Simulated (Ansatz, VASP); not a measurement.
# Ba2Pb3 in VASP and in Ansatz

```xyz
5
Lattice="-2.3869 3.9573 4.9446 4.7738 0.0000 0.0000 2.3869 3.9573 -4.9446" Properties=species:S:1:pos:R:3 pbc="T T T"
Pb    0.0000    0.0000    0.0000
Pb    2.3869    5.5656    0.0000
Pb    2.3869    2.3491    0.0000
Ba    0.0000    3.9573    2.2201
Ba    4.7738    3.9573   -2.2201
```

Alike in both runs: task single point; functional PBE; k mesh 4 × 4 × 4; no spin polarisation.

|  | VASP | Ansatz |
| --- | --- | --- |
| version | VASP 6.6.1 | Ansatz 0.2.0 |
| potentials or method | VASP PAW PBE potentials, release 64 (Pb_d, Ba_sv), cutoff 520 eV | PAW plane waves |
| occupations | fermi-dirac, width 0.1 eV | fermi-dirac |
| valence electrons in the cell | 62 | 62 |

```tsv
	VASP	Ansatz	Ansatz less VASP
gap on the k mesh at the Fermi level (eV)	none	none	-
pressure (GPa)	2.4	2.3	-0.19
traceless stress, the component that is largest in VASP (GPa)	3.29	3.21	-0.085
rms of the force components (eV/Å)	0.070	0.068	-0.0022
```

Atom by atom the forces differ by 0.002 eV/Å (rms over components). A gap of «none» marks a metal or a gap that the smearing closes.

The k mesh is coarse, so the values compare programs but aren't converged. Neither program's run includes spin-orbit coupling.
